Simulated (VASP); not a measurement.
Input of a VASP 6.6.1 run:

Contents of POSCAR:

```
AlGaN2
1.0
    3.0923030491      0.0000000000      0.0000000000
    0.0000000000      3.0923030491      0.0000000000
    0.0000000000      0.0000000000      4.3550788925
Al Ga N
1 1 2
Direct
    0.5000000000      0.5000000000      0.5000000000
    0.0000000000      0.0000000000      0.0000000000
    0.5000000000      0.0000000000      0.7390100959
    0.0000000000      0.5000000000      0.2609899041
```

File INCAR.step1:

```
SYSTEM = AlGaN2
  PREC = Accurate
  ENCUT = 520
  ISMEAR = 0
  SIGMA = 0.02
  LREAL = .FALSE.
  LASPH = .TRUE.
  NELM = 100
  NBANDS = 21
  GGA = PE
  ALGO = Normal
  EDIFF = 1E-4
  LWAVE = .TRUE.
  LCHARG = .FALSE.
```

Contents of INCAR.step2:

```
SYSTEM = AlGaN2
  PREC = Accurate
  ENCUT = 520
  EDIFF = 1E-6
  ISMEAR = 0
  SIGMA = 0.02
  LREAL = .FALSE.
  LASPH = .TRUE.
  NELM = 100
  ALGO = Normal
  ISIF = 2
  LWAVE = .FALSE.
  LCHARG = .FALSE.
  METAGGA = R2SCAN
  LMIXTAU = .TRUE.
  NBANDS = 21
  ISTART = 1
```

The input KPOINTS:

```
regular mesh
0
G
  8 8 6
  0 0 0
```

Potentials or basis: VASP PAW PBE potentials, release 64 (Al, Ga_d, N).

Run with:

```bash
$ cat potpaw_PBE.64/Al/POTCAR potpaw_PBE.64/Ga_d/POTCAR potpaw_PBE.64/N/POTCAR > POTCAR
$ cp INCAR.step1 INCAR
$ mpirun -np 1 vasp_std > vasp.out
$ cp INCAR.step2 INCAR
$ mpirun -np 1 vasp_std > vasp.out
```

Question: Estimate the band gap on the k mesh.

Answer: 3.73 eV.

Question: Estimate the largest force.

Answer: 0.099 eV/Å.

Question: Estimate the pressure.

Answer: 10.6 GPa.

Forces in eV/Å, atoms in the order of the input:
```
Al   0.000  0.000  0.000
Ga   0.000  0.000  0.000
N    0.000  0.000 -0.099
N    0.000  0.000  0.099
```

Caveat: the cell stands under pressure; the PAW data sets were made with another functional, which shifts forces and pressure a little. A k mesh can miss the band edges.
